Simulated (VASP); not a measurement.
# BeTe (P6_3/mmc) in VASP: notebook, part 2 of 2

VASP 6.6.1. Earlier steps stand in the parts before.

## Step 5: Single point, r2SCAN (volume changed by +3%)

The input, POSCAR:

```
BeTe
1.0
    4.0707647334      0.0000000000      0.0000000000
   -2.0353823667      3.5253856719      0.0000000000
    0.0000000000      0.0000000000      8.2246846532
Be Te
2 2
Direct
    0.3333333333      0.6666666667      0.2500000000
    0.6666666667      0.3333333333      0.7500000000
    0.6666666667      0.3333333333      0.2500000000
    0.3333333333      0.6666666667      0.7500000000
```

The input, INCAR.step1:

```
SYSTEM = BeTe
ALGO = Normal
EDIFF = 1E-4
ENCUT = 520
GGA = PE
ISMEAR = 0
LASPH = .True.
LCHARG = .False.
LREAL = .False.
LWAVE = .True.
NBANDS = 16
NELM = 80
PREC = Accurate
SIGMA = 0.01
```

The input, INCAR.step2:

```
SYSTEM = BeTe
ALGO = Normal
EDIFF = 1E-7
ENCUT = 520
ISIF = 2
ISMEAR = 0
ISTART = 1
LASPH = .True.
LCHARG = .True.
LELF = .True.
LMIXTAU = .True.
LREAL = .False.
LVHAR = .True.
LWAVE = .False.
METAGGA = R2SCAN
NBANDS = 16
NELM = 80
PREC = Accurate
SIGMA = 0.01
```

The input, KPOINTS:

```
k-points
0
Gamma
  6 6 4
  0 0 0
```

Potentials or basis: VASP PAW PBE potentials, release 64 (Be, Te).

Run with:

```sh
> cat potpaw_PBE.64/Be/POTCAR potpaw_PBE.64/Te/POTCAR > POTCAR
> cp INCAR.step1 INCAR
> mpirun -np 1 vasp_std > vasp.out
> cp INCAR.step2 INCAR
> mpirun -np 1 vasp_std > vasp.out
```

OUTCAR:

```text
SYSTEM = BeTe
   EDIFF = 1E-7
   ENCUT = 520
   ISIF = 2
   ISMEAR = 0
   ISTART = 1
   LASPH = .True.
   LREAL = .False.
   METAGGA = R2SCAN
   NELM = 80
   PREC = Accurate

 ion  position               nearest neighbor table
   1  0.333  0.667  0.250-   3 2.35   3 2.35   3 2.35
   2  0.667  0.333  0.750-   4 2.35   4 2.35   4 2.35
   3  0.667  0.333  0.250-   1 2.35   1 2.35   1 2.35
   4  0.333  0.667  0.750-   2 2.35   2 2.35   2 2.35

  LATTYP: Found a hexagonal cell.
 ALAT       =     4.0707647334
 C/A-ratio  =     2.0204274115

  Lattice vectors:

 A1 = (   4.0707647334,   0.0000000000,   0.0000000000)
 A2 = (  -2.0353823667,   3.5253856719,   0.0000000000)
 A3 = (   0.0000000000,   0.0000000000,   8.2246846532)

Analysis of symmetry for initial positions (statically):
=====================================================================
 Subroutine PRICEL returns:
 Original cell was already a primitive cell.

 Routine SETGRP: Setting up the symmetry group for a
 hexagonal supercell.
[... 168 lines left out ...]

 E-fermi :   2.0067     XC(G=0):  -8.1574

 val. band max:        1.9029067687   @ k =   0.3333   0.1667   0.0000
 cond. band min:       4.9927290951   @ k =   0.5000   0.0000   0.2500
 fundamental gap:      3.0898223264
 Fermi energy:         2.0066950264

 k-point     1 :       0.0000    0.0000    0.0000
  band No.  band energies     occupation
      1      -9.5235      2.00000
      2      -9.2346      2.00000
      3      -1.0354      2.00000
      4       1.1855      2.00000
      5       1.1855      2.00000
      6       1.2374      2.00000
[... 376 lines left out ...]
      3      -2.2970      2.00000
      4      -2.2970      2.00000
      5      -1.6670      2.00000
      6      -1.6670      2.00000
[... 8 lines left out ...]
     15      10.0451      0.00000
     16      10.0451      0.00000

------------------------ aborting loop because EDIFF is reached ----------------------------------------

  FORCE on cell =-STRESS in cart. coord.  units (eV):
  Direction    XX          YY          ZZ          XY          YZ          ZX
  --------------------------------------------------------------------------------------
  -------------------------------------------------------------------------------------
  Total       -1.2498623     -1.2498623     -0.1149111      0.0000000      0.0000000      0.0000000
  in kB      -16.9656635    -16.9656635     -1.5598064      0.0000000      0.0000000      0.0000000
  external PRESSURE =     -11.8303778 kB  Pullay stress =       0.0000000 kB

 VOLUME and BASIS-vectors are now :
 -----------------------------------------------------------------------------
  energy-cutoff  :      520.00
  volume of cell :      118.03
      direct lattice vectors                 reciprocal lattice vectors
     4.070764733  0.000000000  0.000000000     0.245654088  0.141828454  0.000000000
    -2.035382367  3.525385672  0.000000000     0.000000000  0.283656908  0.000000000
     0.000000000  0.000000000  8.224684653     0.000000000  0.000000000  0.121585209

 POSITION                                       TOTAL-FORCE (eV/Angst)
 -----------------------------------------------------------------------------------
     -0.00000      2.35026      2.05617         0.000000      0.000000      0.000000
      2.03538      1.17513      6.16851         0.000000     -0.000000      0.000000
      2.03538      1.17513      2.05617        -0.000000      0.000000      0.000000
     -0.00000      2.35026      6.16851         0.000000      0.000000      0.000000
 -----------------------------------------------------------------------------------
    total drift:                                0.000000     -0.000000      0.000000

  FREE ENERGIE OF THE ION-ELECTRON SYSTEM (eV)
  ---------------------------------------------------
  free  energy   TOTEN  =       -60.4306056948 eV

  energy  without entropy=      -60.4306056948  energy(sigma->0) =      -60.43060569
```

OUTCAR.step1:

```text
SYSTEM = BeTe
   EDIFF = 1E-4
   ENCUT = 520
   GGA = PE
   ISMEAR = 0
   LASPH = .True.
   LREAL = .False.
   NELM = 80
[... 622 lines left out ...]
      2.03538      1.17513      6.16851        -0.000000      0.000000      0.000000
      2.03538      1.17513      2.05617        -0.000000     -0.000000      0.000000
     -0.00000      2.35026      6.16851         0.000000      0.000000      0.000000
 -----------------------------------------------------------------------------------
    total drift:                                0.000000     -0.000000      0.000000

  FREE ENERGIE OF THE ION-ELECTRON SYSTEM (eV)
  ---------------------------------------------------
  free  energy   TOTEN  =       -14.2760811379 eV

  energy  without entropy=      -14.2760811379  energy(sigma->0) =      -14.27608114
```

Wall time 3.1 min (1 thread of Intel Xeon Platinum 8488C (Sapphire Rapids), shared host); peak memory 0.25 GiB.

Results:

```
Free energy            : -60.4306 eV
Pressure               : -1.2 GPa
Band gap on the k mesh : 3.09 eV, indirect (least direct gap 3.24 eV)
```

Caveat: the PAW data sets were made with another functional, which shifts forces and pressure a little; spin-orbit coupling is left out, which moves the levels of the heavy elements. A k mesh can miss the band edges.

## Step 6: Single point, r2SCAN (volume changed by +6%)

The input, POSCAR:

```
BeTe
1.0
    4.1099091033      0.0000000000      0.0000000000
   -2.0549545516      3.5592856907      0.0000000000
    0.0000000000      0.0000000000      8.3037730112
Be Te
2 2
Direct
    0.3333333333      0.6666666667      0.2500000000
    0.6666666667      0.3333333333      0.7500000000
    0.6666666667      0.3333333333      0.2500000000
    0.3333333333      0.6666666667      0.7500000000
```

The input, INCAR.step1:

```
SYSTEM = BeTe
  PREC = Accurate
  ENCUT = 520
  ISMEAR = 0
  SIGMA = 0.01
  LREAL = .False.
  LASPH = .True.
  NELM = 60
  NBANDS = 16
  GGA = PE
  ALGO = Normal
  EDIFF = 1E-4
  LWAVE = .True.
  LCHARG = .False.
```

The input, INCAR.step2:

```
SYSTEM = BeTe
  PREC = Accurate
  ENCUT = 520
  EDIFF = 1E-6
  ISMEAR = 0
  SIGMA = 0.01
  LREAL = .False.
  LASPH = .True.
  NELM = 60
  ALGO = Normal
  ISIF = 2
  LWAVE = .False.
  LCHARG = .True.
  METAGGA = R2SCAN
  LMIXTAU = .True.
  LELF = .True.
  LVHAR = .True.
  NBANDS = 16
  ISTART = 1
```

The input, KPOINTS:

```
regular mesh
0
Gamma
  6 6 4
  0 0 0
```

Potentials or basis: VASP PAW PBE potentials, release 64 (Be, Te).

Run with:

```sh
> cat potpaw_PBE.64/Be/POTCAR potpaw_PBE.64/Te/POTCAR > POTCAR
> cp INCAR.step1 INCAR
> mpirun -np 1 vasp_std > vasp.out
> cp INCAR.step2 INCAR
> mpirun -np 1 vasp_std > vasp.out
```

Run time: 1.9 min. Hardware: 1 thread of Intel Xeon Platinum 8488C (Sapphire Rapids), shared host; peak memory 0.28 GiB.

The run converged. Its results:

```
Free energy            : -60.3936 eV
Pressure               : -2.3 GPa
Band gap on the k mesh : 3.11 eV, indirect (least direct gap 3.26 eV)
```

Stress tensor (GPa, compression positive):
```
-3.23  0.00  0.00
 0.00 -3.23  0.00
 0.00  0.00 -0.29
```

Levels at points of the mesh, in eV from the valence-band top:
| k point | band 5 | band 6 | band 7 | band 8 | band 9 | band 10 | band 11 | band 12 |
| --- | --- | --- | --- | --- | --- | --- | --- | --- |
| (0.00, 0.00, 0.00) | -0.73 | -0.64 | -0.57 | -0.57 | 3.78 | 3.80 | 4.89 | 4.89 |
| (0.50, 0.00, 0.00) | -2.07 | -1.86 | -1.04 | -0.08 | 3.26 | 3.34 | 3.84 | 4.50 |
| (0.00, 0.00, 0.50) | -0.65 | -0.65 | -0.65 | -0.65 | 3.98 | 3.98 | 5.04 | 5.04 |
| (0.50, 0.00, 0.50) | -1.97 | -1.97 | -0.44 | -0.44 | 3.30 | 3.30 | 3.60 | 3.60 |

Caveat: the PAW data sets were made with another functional, which shifts forces and pressure a little; spin-orbit coupling is left out, which moves the levels of the heavy elements.

## Step 7: Summary

```csv
cell,gap on the mesh (eV),pressure (GPa)
"a = 3.949, b = 3.949, c = 7.978 Å, angles 90.0, 90.0, 120.0°, 4 atoms",3.00,3.1
"a = 3.990, b = 3.990, c = 8.062 Å, angles 90.0, 90.0, 120.0°, 4 atoms",3.04,1.5
"a = 4.031, b = 4.031, c = 8.144 Å, angles 90.0, 90.0, 120.0°, 4 atoms",3.07,0.1
"a = 4.071, b = 4.071, c = 8.225 Å, angles 90.0, 90.0, 120.0°, 4 atoms",3.09,-1.2
"a = 4.110, b = 4.110, c = 8.304 Å, angles 90.0, 90.0, 120.0°, 4 atoms",3.11,-2.3
```

Alike in all rows: task single point; level r2SCAN; potentials or basis VASP PAW PBE potentials, release 64 (Be, Te); no spin polarisation; k mesh 6 × 6 × 4; cutoff (eV) 520; smearing gaussian 0.01 eV.

Caveats: the PAW data sets were made with another functional, which shifts forces and pressure a little; spin-orbit coupling is left out, which moves the levels of the heavy elements.

Total energies depend on the potentials used, so only differences within one code and one set of settings carry meaning.
